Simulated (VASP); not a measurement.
# Li (I4/mmm) in VASP: notebook

Li is run at these levels: PBEsol; tasks: single point.

Everything below comes from runs of VASP 6.6.1. Logs are shortened: lines on timing, memory, paths and dates and some standing lists are left out, and cuts for length are marked.

## (1) The cell of the first run

The structure is tetragonal, space group I4/mmm (No. 139). Conventional cell: a = 3.114 Å, b = 3.114 Å, c = 4.140 Å, α = 90.00°, β = 90.00°, γ = 90.00°. Li (site symmetry 4/mmm) has 14 Li at 3.02 to 4.14 Å within 4.2 Å.

## (2) Single point, PBEsol (strain -0.0600 x Voigt [0, 0, 1, 0, 0, 0])

INCAR reads:

```
SYSTEM = Li
PREC = Accurate
ENCUT = 520
EDIFF = 1E-6
ISMEAR = 0
SIGMA = 0.15
LREAL = .False.
LASPH = .True.
NELM = 80
ALGO = Normal
ISIF = 2
LWAVE = .False.
LCHARG = .True.
GGA = PS
LELF = .True.
LVHAR = .True.
NBANDS = 8
```

KPOINTS reads:

```
Automatic mesh
0
Gamma
  18 18 18
  0 0 0
```

POSCAR reads:

```
Li
1.0
    0.0000000000      2.2020000000      2.0698800000
    2.2020000000      0.0000000000      2.0698800000
    2.2020000000      2.2020000000      0.0000000000
Li
1
Direct
    0.0000000000      0.0000000000      0.0000000000
```

Potentials or basis: VASP PAW PBE potentials, release 64 (Li_sv).

Run with:

```sh
> cat potpaw_PBE.64/Li_sv/POTCAR > POTCAR
> mpirun -np 1 vasp_std > vasp.out
```

OUTCAR:

```text
SYSTEM = Li
   PREC = Accurate
   ENCUT = 520
   EDIFF = 1E-6
   ISMEAR = 0
   LREAL = .False.
   LASPH = .True.
   NELM = 80
   ISIF = 2
   GGA = PS

 ion  position               nearest neighbor table
   1  0.000  0.000  0.000-

  LATTYP: Found a body centered tetragonal cell.
 ALAT       =     3.1140982643
 C/A-ratio  =     1.3293607486

  Lattice vectors:

 A1 = (   0.0000000000,  -2.2020000000,  -2.0698800000)
 A2 = (   0.0000000000,   2.2020000000,  -2.0698800000)
 A3 = (   2.2020000000,   0.0000000000,   2.0698800000)

Analysis of symmetry for initial positions (statically):
=====================================================================
 Subroutine PRICEL returns:
 Original cell was already a primitive cell.

 Routine SETGRP: Setting up the symmetry group for a
 body centered tetragonal supercell.

 Subroutine GETGRP returns: Found 16 space group operations
 (whereof 16 operations were pure point group operations)
 out of a pool of 16 trial point group operations.

The static configuration has the point symmetry D_4h.

Analysis of symmetry for dynamics (positions and initial velocities):
=====================================================================
 Subroutine PRICEL returns:
 Original cell was already a primitive cell.

 Routine SETGRP: Setting up the symmetry group for a
 body centered tetragonal supercell.

 Subroutine GETGRP returns: Found 16 space group operations
 (whereof 16 operations were pure point group operations)
 out of a pool of 16 trial point group operations.

The dynamic configuration has the point symmetry D_4h.

 Subroutine INISYM returns: Found 16 space group operations
 (whereof 16 operations are pure point group operations),
 and found     1 'primitive' translations

----------------------------------------------------------------------------------------

                                     Primitive cell

  volume of cell :      20.0729

  direct lattice vectors                    reciprocal lattice vectors
     0.000000000  2.202000000  2.069880000    -0.227066303  0.227066303  0.241559897
     2.202000000  0.000000000  2.069880000     0.227066303 -0.227066303  0.241559897
     2.202000000  2.202000000  0.000000000     0.227066303  0.227066303 -0.241559897

  length of vectors
     3.022119656  3.022119656  3.114098264     0.401832547  0.401832547  0.401832547

  position of ions in fractional coordinates (direct lattice)
     0.000000000  0.000000000  0.000000000

  ion indices of the primitive-cell ions
   primitive index   ion index
                 1           1

----------------------------------------------------------------------------------------

 KPOINTS: Automatic mesh

Automatic generation of k-mesh.
 Grid dimensions read from file:
 generate k-points for:   18   18   18

 Generating k-lattice:

  Cartesian coordinates                     Fractional coordinates (reciprocal lattice)
    -0.012614795  0.012614795  0.013419994     0.055555556  0.000000000  0.000000000
     0.012614795 -0.012614795  0.013419994     0.000000000  0.055555556  0.000000000
     0.012614795  0.012614795 -0.013419994     0.000000000  0.000000000  0.055555556

  Length of vectors
     0.022324030  0.022324030  0.022324030

  Shift w.r.t. Gamma in fractional coordinates (k-lattice)
     0.000000000  0.000000000  0.000000000

 Subroutine IBZKPT returns following result:
 ===========================================

 Found    480 irreducible k-points:

 Following reciprocal coordinates:
            Coordinates               Weight
  0.000000  0.000000  0.000000      1.000000
  0.055556 -0.000000  0.000000      8.000000
  0.111111 -0.000000  0.000000      8.000000
  0.166667  0.000000  0.000000      8.000000
  0.222222  0.000000  0.000000      8.000000
  0.277778  0.000000  0.000000      8.000000
[... 16 lines left out ...]
 -0.277778  0.055556  0.000000      8.000000
 -0.222222  0.055556  0.000000      8.000000
 [... further k-points ...]
   k-points           NKPTS =    480   k-points in BZ     NKDIM =    480   number of bands    NBANDS=      8
   number of dos      NEDOS =    301   number of ions     NIONS =      1
   total plane-waves  NPLWV =  13824
   dimension x,y,z NGX =    24 NGY =   24 NGZ =   24
   dimension x,y,z NGXF=    48 NGYF=   48 NGZF=   48
   ions per type =               1
   NGX,Y,Z   is equivalent  to a cutoff of  13.20, 13.20, 12.81 a.u.
   NGXF,Y,Z  is equivalent  to a cutoff of  26.40, 26.40, 25.62 a.u.
 SYSTEM =  Li
   PREC   = accura    normal or accurate (medium, high low for compatibility)
   ISTART =      0    job   : 0-new  1-cont  2-samecut
   ICHARG =      2    charge: 1-file 2-atom 10-const
   ISPIN  =      1    spin polarized calculation?
   LNONCOLLINEAR =      F non collinear calculations
   LSORBIT =      F    spin-orbit coupling
   LASPH  =      T    aspherical Exc in radial PAW
   ENCUT  =  520.0 eV  38.22 Ry    6.18 a.u.   5.62  5.62  5.79*2*pi/ulx,y,z
   NELM   =     80;   NELMIN=  2; NELMDL= -5     # of ELM steps
   EDIFF  = 0.1E-05   stopping-criterion for ELM
   LREAL  =      F    real-space projection
   EDIFFG = 0.1E-04   stopping-criterion for IOM
   NSW    =      0    number of steps for IOM
   IBRION =     -1    ionic relax: 0-MD 1-quasi-New 2-CG
   NFREE  =      0    steps in history (QN), initial steepest desc. (CG)
   ISIF   =      2    stress and relaxation
   ISYM   =      2    0-nonsym 1-usesym 2-fastsym
   POTIM  = 0.5000    time-step for ionic-motion
   TEBEG  =    0.0;   TEEND  =   0.0 temperature during run
   PSTRESS=    0.0 pullay stress
   NELECT =       3.0000    total number of electrons
   NUPDOWN=      -1.0000    fix difference up-down
   EMIN   =  10.00;   EMAX   =-10.00  energy-range for DOS
   EFERMI =   0.00;   METHOD = LEGACY
   ISMEAR =     0;   SIGMA  =   0.15  broadening in eV -4-tet -1-fermi 0-gaus
   EFERMI_NEDOS =   21; number of points for ismear=-14 and -15
   IALGO  =     38    algorithm
   IMIX   =      4    mixing-type and parameters
     AMIX     =   0.40;   BMIX     =  1.00
     AMIX_MAG =   1.60;   BMIX_MAG =  1.00
  volume/ion in A,a.u.               =      20.07       135.46
  Fermi-wavevector in a.u.,A,eV,Ry     =   0.868784  1.641764 10.269490  0.754786
  Thomas-Fermi vector in A             =   1.987513
   LORBIT       =      0    0 simple, 1 ext, 2 COOP (PROOUT), +10 PAW based schemes
   GGA     = PS    functional components
   LHFCALC =     F    Hartree Fock is set to
   AEXX    =    0.0000 exact exchange contribution
   IVDW    =     0    specifies the selected vdW correction
   LEPSILON=     F    determine dielectric tensor
   LRPA    =     F    only Hartree local field effects (RPA)
 non-spin polarized calculation
 Gauss-broadening in eV      SIGMA  =   0.15
  energy-cutoff  :      520.00
  volume of cell :       20.07
 maximum number of plane-waves:       558
   NGX = 11   NGY = 11   NGZ = 11

 number of electron       2.9999995 magnetization

 Free energy of the ion-electron system (eV)
  ---------------------------------------------------
  ext. energy  EPLUGINS =         0.00000000
  ---------------------------------------------------
  free energy    TOTEN  =        -1.97034817 eV

  energy without entropy =       -1.96523466  energy(sigma->0) =       -1.96779141

 E-fermi :   0.6574     XC(G=0):  -7.0415

 val. band max:        0.6536782962   @ k =   0.5000   0.1667   0.0556
 cond. band min:       0.6577861187   @ k =   0.5000   0.0000   0.0556
 fundamental gap:      0.0041078225
 Fermi energy:         0.6573968483

 k-point     1 :       0.0000    0.0000    0.0000
  band No.  band energies     occupation
      1     -45.2414      2.00000
      2      -2.9131      2.00000
      3      15.0728      0.00000
      4      15.1710      0.00000
      5      15.1711      0.00000
      6      18.9609      0.00000
      7      18.9609      0.00000
      8      19.1675      0.00000

 k-point     2 :       0.0556   -0.0000    0.0000
  band No.  band energies     occupation
      1     -45.2408      2.00000
      2      -2.8578      2.00000
      3      14.5022      0.00000
      4      15.0030      0.00000
      5      15.0092      0.00000
      6      18.4007      0.00000
      7      19.2073      0.00000
      8      19.3034      0.00000

 k-point     3 :       0.1111   -0.0000    0.0000
  band No.  band energies     occupation
      1     -45.2391      2.00000
      2      -2.6918      2.00000
      3      13.0198      0.00000
      4      14.6131      0.00000
      5      14.7584      0.00000
      6      18.2150      0.00000
      7      19.7169      0.00000
      8      19.8393      0.00000

 k-point     4 :       0.1667    0.0000    0.0000
  band No.  band energies     occupation
      1     -45.2365      2.00000
      2      -2.4150      2.00000
      3      11.2803      0.00000
      4      14.1696      0.00000
      5      14.4702      0.00000
      6      18.3873      0.00000
      7      19.7635      0.00000
      8      20.1796      0.00000

 k-point     5 :       0.2222    0.0000    0.0000
  band No.  band energies     occupation
      1     -45.2332      2.00000
      2      -2.0284      2.00000
      3       9.5462      0.00000
      4      13.7628      0.00000
      5      14.2110      0.00000
      6      18.6772      0.00000
      7      19.0944      0.00000
      8      19.6809      0.00000
[... 177 lines left out ...]
 k-point    22 :      -0.3333    0.0556    0.0000
  band No.  band energies     occupation
      1     -45.2254      2.00000
      2      -0.7135      2.00000
      3       6.0501      0.00000
      4      13.2133      0.00000
      5      13.3913      0.00000
      6      16.8978      0.00000
      7      17.3252      0.00000
      8      20.1266      0.00000

 k-point    23 :      -0.2778    0.0556    0.0000
  band No.  band energies     occupation
      1     -45.2285      2.00000
      2      -1.3273      2.00000
      3       7.5006      0.00000
      4      13.2161      0.00000
      5      13.7893      0.00000
      6      17.4496      0.00000
      7      17.7894      0.00000
      8      19.7434      0.00000

 k-point    24 :      -0.2222    0.0556    0.0000
  band No.  band energies     occupation
      1     -45.2319      2.00000
      2      -1.8496      2.00000
      3       9.0967      0.00000
      4      13.3200      0.00000
      5      14.2172      0.00000
      6      18.0893      0.00000
      7      18.4426      0.00000
      8      19.3023      0.00000

 [... further k-points ...]
[... 5 lines left out ...]
  --------------------------------------------------------------------------------------
  -------------------------------------------------------------------------------------
  Total       -0.0078470     -0.0078470      0.0169726      0.0000000     -0.0000000      0.0000000
  in kB       -0.6263324     -0.6263324      1.3547161      0.0000000     -0.0000000      0.0000000
  external PRESSURE =       0.0340171 kB  Pullay stress =       0.0000000 kB

 VOLUME and BASIS-vectors are now :
 -----------------------------------------------------------------------------
  energy-cutoff  :      520.00
  volume of cell :       20.07
      direct lattice vectors                 reciprocal lattice vectors
     0.000000000  2.202000000  2.069880000    -0.227066303  0.227066303  0.241559897
     2.202000000  0.000000000  2.069880000     0.227066303 -0.227066303  0.241559897
     2.202000000  2.202000000  0.000000000     0.227066303  0.227066303 -0.241559897

 POSITION                                       TOTAL-FORCE (eV/Angst)
 -----------------------------------------------------------------------------------
      0.00000      0.00000      0.00000        -0.000000      0.000000      0.000000
 -----------------------------------------------------------------------------------
    total drift:                               -0.000000      0.000000     -0.000000

  FREE ENERGIE OF THE ION-ELECTRON SYSTEM (eV)
  ---------------------------------------------------
  free  energy   TOTEN  =        -1.9703481720 eV

  energy  without entropy=       -1.9652346571  energy(sigma->0) =       -1.96779141
```

It took 14 s on 1 thread of Intel Xeon 6975P-C (Granite Rapids), shared host; peak memory 0.17 GiB.

What came out:

| Quantity | Value |
| --- | --- |
| Free energy | -1.9703 eV |
| Band gap on the k mesh | zero (an odd number of electrons rules out a gap without spin polarisation) |

Caveat: the cell differs from its parent crystal (strain -0.0600 x Voigt [0, 0, 1, 0, 0, 0]); the cutoff is under 1.25 times the usual one of these potentials, so pressure, stress and relaxed cells hold a basis-set (Pulay) error; the PAW data sets were made with another functional, which shifts forces and pressure a little.

## (3) Single point, PBEsol (strain -0.0450 x Voigt [0, 0, 1, 0, 0, 0])

INCAR reads:

```
  ALGO = Normal
  EDIFF = 1E-7
  ENCUT = 520
  GGA = PS
  ISIF = 2
  ISMEAR = 0
  LASPH = T
  LCHARG = F
  LREAL = F
  LWAVE = F
  NBANDS = 8
  NELM = 60
  PREC = Accurate
  SIGMA = 0.15
```

KPOINTS reads:

```
k-points
0
Gamma
  18 18 18
```

POSCAR reads:

```
Li
1.0
    0.0000000000      2.2020000000      2.1029100000
    2.2020000000      0.0000000000      2.1029100000
    2.2020000000      2.2020000000      0.0000000000
Li
1
Direct
    0.0000000000      0.0000000000      0.0000000000
```

Potentials or basis: VASP PAW PBE potentials, release 64 (Li_sv).

Run with:

```sh
> cat potpaw_PBE.64/Li_sv/POTCAR > POTCAR
> mpirun -np 1 vasp_std > vasp.out
```

Run time: 16 s. Hardware: 1 thread of Intel Xeon 6975P-C (Granite Rapids), shared host; peak memory 0.17 GiB.

The run converged. Its results:

```yaml
Free_energy: -1.9707 eV
Band_gap_on_the_k_mesh: zero (an odd number of electrons rules out a gap without spin polarisation)
```

Levels at points of the mesh, in eV from the Fermi level:
| k point | band 1 | band 2 | band 3 | band 4 | band 5 | band 6 |
| --- | --- | --- | --- | --- | --- | --- |
| (0.00, 0.00, 0.00) | -45.93 | -3.55 | 14.27 | 14.34 | 14.34 | 18.12 |
| (0.50, 0.00, 0.00) | -45.91 | -0.02 | 2.92 | 12.21 | 12.89 | 16.03 |
| (0.50, 0.50, 0.00) | -45.90 | 1.93 | 5.09 | 7.98 | 7.98 | 10.15 |
| (0.50, 0.00, 0.50) | -45.90 | 1.33 | 4.49 | 8.53 | 8.75 | 10.81 |

Caveat: the cell differs from its parent crystal (strain -0.0450 x Voigt [0, 0, 1, 0, 0, 0]); the cutoff is under 1.25 times the usual one of these potentials, so pressure, stress and relaxed cells hold a basis-set (Pulay) error; the PAW data sets were made with another functional, which shifts forces and pressure a little.
